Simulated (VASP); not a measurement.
Wanted: the native input for a VASP 6.6.1 run.

- Task: single point
- Functional: PBEsol
- Potentials or basis: VASP PAW PBE potentials, release 64 (Pd)
- Cutoff: 520 eV
- k mesh: 2 × 2 × 1
- Occupations: fermi-dirac, width 0.1 eV
- Spin: no spin polarisation
- Dipole correction: no
- Further INCAR settings: LREAL = Auto; ALGO = Normal; EDIFF = 1e-06; NBANDS = 138

The structure of Pd lies in POSCAR:

```
Pd
1.0
    5.5012910000      0.0000000000      0.0000000000
    0.0000000000      8.2519360000      0.0000000000
    0.0000000000      0.0000000000     18.8350000000
Pd
24
Direct
    0.2499958646      0.1666639198      0.0530926467
    0.7500057714      0.1666639198      0.0530926467
    0.2499958646      0.5000038779      0.0530926467
    0.7500057714      0.5000038779      0.0530926467
    0.2499958646      0.8333317176      0.0530926467
    0.7500057714      0.8333317176      0.0530926467
    0.0588770890     -0.0100340090      0.1514520839
    0.5235861910     -0.0137179930      0.1482452880
   -0.0352462722      0.3236573817      0.1479904433
    0.4531481792      0.3095273642      0.1556464030
   -0.0133241452      0.6669707569      0.1493177595
    0.5101166254      0.6780105905      0.1613750995
    0.2917315227      0.1621558868      0.2633926201
    0.8051201073      0.1607743928      0.2464242102
    0.1197900638      0.5063054294      0.2606848951
    0.6440851793      0.4860435175      0.2609344306
    0.2747536896      0.8366036770      0.2544358906
    0.7830889149      0.7988428412      0.2566392355
    0.0308654823      0.0394937624      0.3722962570
    0.4996645333     -0.0118760010      0.3515795062
    0.6715151044      0.3158531525      0.3717016193
    1.1325886960      0.3194159528      0.3853729758
    0.1492558747      0.6482721146      0.3819325723
    0.6627898797      0.6762776638      0.3744305814
```

These files were run (other wordings do the same):

INCAR

```
ALGO = Normal
EDIFF = 1E-6
ENCUT = 520
GGA = PS
ISIF = 2
ISMEAR = -1
LASPH = T
LCHARG = F
LREAL = Auto
LWAVE = F
NBANDS = 138
NELM = 100
PREC = Accurate
SIGMA = 0.1
```

KPOINTS

```
k-points
0
Gamma
  2 2 1
```

Potentials or basis: VASP PAW PBE potentials, release 64 (Pd).

Command:

```sh
$ cat potpaw_PBE.64/Pd/POTCAR > POTCAR
$ mpirun -np 1 vasp_std > vasp.out
```

It gave:

* Largest force: 2.758 eV/Å
* Band gap on the k mesh: zero (bands 120 and 121 overlap by 0.11 eV)

Caveat: the k points lie up to 0.57 Å⁻¹ apart; there is no dipole correction, which matters where the two faces differ; the PAW data sets were made with another functional, which shifts forces and pressure a little.

Run time: 52 min on 1 thread of Intel Xeon 8259CL (shared host), peak memory 0.89 GiB.
